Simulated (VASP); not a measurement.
# V (Im-3m) in VASP: notebook, part 2 of 2

VASP 6.6.1. Earlier steps stand in the parts before.

### 4 Single point, PBE, collinear spin, ferromagnetic start

This run uses another cell than the first one, of 14.72 Å³/atom, 1.039 times its volume.

INCAR

```
SYSTEM = V
PREC = Accurate
ENCUT = 520
EDIFF = 1E-6
ISMEAR = -1
SIGMA = 0.05
LREAL = .FALSE.
LASPH = .TRUE.
NELM = 150
ALGO = Fast
ISIF = 2
LWAVE = .FALSE.
LCHARG = .FALSE.
ISPIN = 2
MAGMOM = 2
LORBIT = 11
LMAXMIX = 4
GGA = PE
NBANDS = 16
```

KPOINTS

```
regular mesh
0
G
  12 12 12
  0 0 0
```

POSCAR

```
V
1.0
   -1.5440506776      1.5440506776      1.5440506776
    1.5440506776     -1.5440506776      1.5440506776
    1.5440506776      1.5440506776     -1.5440506776
V
1
Direct
    0.0000000000      0.0000000000      0.0000000000
```

Potentials or basis: VASP PAW PBE potentials, release 64 (V_sv).

Run with:

```sh
$ cat potpaw_PBE.64/V_sv/POTCAR > POTCAR
$ mpirun -np 1 vasp_std > vasp.out
```

OUTCAR:

```text
SYSTEM = V
   PREC = Accurate
   ENCUT = 520
   EDIFF = 1E-6
   ISMEAR = -1
   LREAL = .FALSE.
   LASPH = .TRUE.
   NELM = 150
   ISIF = 2
   ISPIN = 2
   LORBIT = 11
   GGA = PE

 ion  position               nearest neighbor table
   1  0.000  0.000  0.000-

  LATTYP: Found a body centered cubic cell.
 ALAT       =     3.0881013552

  Lattice vectors:

 A1 = (  -1.5440506776,   1.5440506776,   1.5440506776)
 A2 = (   1.5440506776,  -1.5440506776,   1.5440506776)
 A3 = (   1.5440506776,   1.5440506776,  -1.5440506776)

Analysis of symmetry for initial positions (statically):
=====================================================================
 Subroutine PRICEL returns:
 Original cell was already a primitive cell.

 Routine SETGRP: Setting up the symmetry group for a
 body centered cubic supercell.

 Subroutine GETGRP returns: Found 48 space group operations
 (whereof 48 operations were pure point group operations)
 out of a pool of 48 trial point group operations.

The static configuration has the point symmetry O_h .

Analysis of symmetry for dynamics (positions and initial velocities):
=====================================================================
 Subroutine PRICEL returns:
 Original cell was already a primitive cell.

 Routine SETGRP: Setting up the symmetry group for a
 body centered cubic supercell.

 Subroutine GETGRP returns: Found 48 space group operations
 (whereof 48 operations were pure point group operations)
 out of a pool of 48 trial point group operations.

The dynamic configuration has the point symmetry O_h .

Analysis of structural, dynamic, and magnetic symmetry:
=====================================================================
 Subroutine PRICEL returns:
 Original cell was already a primitive cell.

 Routine SETGRP: Setting up the symmetry group for a
 body centered cubic supercell.

 Subroutine GETGRP returns: Found 48 space group operations
 (whereof 48 operations were pure point group operations)
 out of a pool of 48 trial point group operations.

The overall configuration has the point symmetry O_h .
[... 127 lines left out ...]
   LRPA    =     F    only Hartree local field effects (RPA)
 spin polarized calculation
 RMM-DIIS sequential band-by-band and
  energy-cutoff  :      520.00
  volume of cell :       14.72
 maximum number of plane-waves:       420
   NGX =  9   NGY =  9   NGZ =  9

 number of electron      13.0000010 magnetization      -0.0010970

 number of electron      13.0000010 magnetization       0.0014317

 Free energy of the ion-electron system (eV)
  ---------------------------------------------------
  ext. energy  EPLUGINS =         0.00000000
  ---------------------------------------------------
  free energy    TOTEN  =        -8.93794808 eV

  energy without entropy =       -8.91909307  energy(sigma->0) =       -8.92852057

 E-fermi :   8.6386     XC(G=0): -12.4292

 val. band max:        8.6344336193   @ k =   0.2500   0.0000   0.0000
 cond. band min:       8.6488354166   @ k =  -0.4167   0.5000   0.1667
 fundamental gap:      0.0144017973
 Fermi energy:         8.6385574665

 spin component 1

 k-point     1 :       0.0000    0.0000    0.0000
  band No.  band energies     occupation
      1     -55.1922      1.00000
      2     -28.6178      1.00000
      3     -28.6178      1.00000
      4     -28.6178      1.00000
      5       2.2629      1.00000
      6       9.0278      0.00042
[... 435 lines left out ...]
      5       6.1613      1.00000
      6       7.5814      1.00000
[... 8 lines left out ...]
     15      36.1635      0.00000
     16      36.9612      0.00000

 [... further k-points ...]

 spin component 2

 k-point     1 :       0.0000    0.0000    0.0000
  band No.  band energies     occupation
      1     -55.1911      1.00000
      2     -28.6167      1.00000
      3     -28.6167      1.00000
      4     -28.6167      1.00000
      5       2.2637      1.00000
      6       9.0291      0.00040
[... 435 lines left out ...]
      5       6.1623      1.00000
      6       7.5827      1.00000
[... 8 lines left out ...]
     15      36.1644      0.00000
     16      36.9620      0.00000

 [... further k-points ...]
[... 5 lines left out ...]
  --------------------------------------------------------------------------------------
  -------------------------------------------------------------------------------------
  Total       -1.2419581     -1.2419581     -1.2419581     -0.0000000     -0.0000000      0.0000000
  in kB     -135.1365634   -135.1365634   -135.1365634     -0.0000000     -0.0000000      0.0000000
  external PRESSURE =    -135.1365634 kB  Pullay stress =       0.0000000 kB

 VOLUME and BASIS-vectors are now :
 -----------------------------------------------------------------------------
  energy-cutoff  :      520.00
  volume of cell :       14.72
      direct lattice vectors                 reciprocal lattice vectors
    -1.544050678  1.544050678  1.544050678     0.000000000  0.323823568  0.323823568
     1.544050678 -1.544050678  1.544050678     0.323823568  0.000000000  0.323823568
     1.544050678  1.544050678 -1.544050678     0.323823568  0.323823568  0.000000000

 POSITION                                       TOTAL-FORCE (eV/Angst)
 -----------------------------------------------------------------------------------
      0.00000      0.00000      0.00000        -0.000000     -0.000000      0.000000
 -----------------------------------------------------------------------------------
    total drift:                                0.000000      0.000000      0.000000

  FREE ENERGIE OF THE ION-ELECTRON SYSTEM (eV)
  ---------------------------------------------------
  free  energy   TOTEN  =        -8.9379480780 eV

  energy  without entropy=       -8.9190930683  energy(sigma->0) =       -8.92852057

 total charge

# of ion       s       p       d       tot
------------------------------------------
    1        2.316   6.194   2.999  11.509

 magnetization (x)

# of ion       s       p       d       tot
------------------------------------------
    1        0.000   0.000   0.001   0.001
```

It took 51 s on 1 thread of Intel Xeon Platinum 8259CL at 2.50GHz (Skylake/Cascade Lake), shared host; peak memory 0.15 GiB.

What came out:

```
Free energy                                           : -8.9379 eV
Pressure                                              : -13.5 GPa
Net moment                                            : 0.00 μB per cell
Valence electrons inside the program's atomic spheres : V 11.51
```

### 5 Summary

```tsv
cell	gap on the mesh (eV)	pressure (GPa)	moment (μB)
a = 2.640 Å, angles 109.5°, 1 atom	none	-8.2	0.00
a = 2.657 Å, angles 109.5°, 1 atom	none	-11.0	0.00
a = 2.674 Å, angles 109.5°, 1 atom	none	-13.5	0.00
```

Alike in all rows: task single point; level PBE; potentials or basis VASP PAW PBE potentials, release 64 (V_sv); spin collinear, ferromagnetic start; k mesh 12 × 12 × 12; cutoff (eV) 520; smearing fermi-dirac 0.05 eV.

Total energies depend on the potentials used, so only differences within one code and one set of settings carry meaning.
